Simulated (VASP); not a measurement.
Ga2O3, 10 atoms in the cell. The structure is trigonal, space group R-3c (No. 167). Conventional cell: a = 4.999 Å, b = 4.999 Å, c = 13.501 Å, α = 90.00°, β = 90.00°, γ = 120.00°. Ga (site symmetry 3) has 6 O at 1.93 to 2.08 Å within 2.6 Å. Within 2.9 Å of O (site symmetry 2) lie 4 Ga at 1.93 to 2.08 Å and 8 O at 2.62 to 2.85 Å. 

```yaml
Program: VASP 6.6.1
Task: single point
Functional: LDA
Potentials_or_basis: VASP PAW LDA potentials, release 64 (Ga_d, O_h)
Cutoff: 910 eV
k_mesh: 6 × 6 × 6
Occupations: gaussian, width 0.1 eV
Spin: no spin polarisation
Dipole_correction: no
Further_INCAR_settings: ALGO = Normal; EDIFF = 1e-06; NBANDS = 55
```

Potentials or basis: VASP PAW LDA potentials, release 64 (Ga_d, O_h).

Run with:

```bash
$ cat potpaw_LDA.64/Ga_d/POTCAR potpaw_LDA.64/O_h/POTCAR > POTCAR
$ mpirun -np 1 vasp_std > vasp.out
```

Hardware: 1 thread of Intel(R) Xeon(R) Platinum 8259CL CPU @ 2.50GHz (Skylake/Cascade Lake), with other jobs on the host.

Task: Estimate the wall time of this run.

Result: It took 9.5 min on 1 thread of Intel(R) Xeon(R) Platinum 8259CL CPU @ 2.50GHz (Skylake/Cascade Lake), with other jobs on the host, peak memory 0.48 GiB. Counts: scf iterations 14, k points 32.
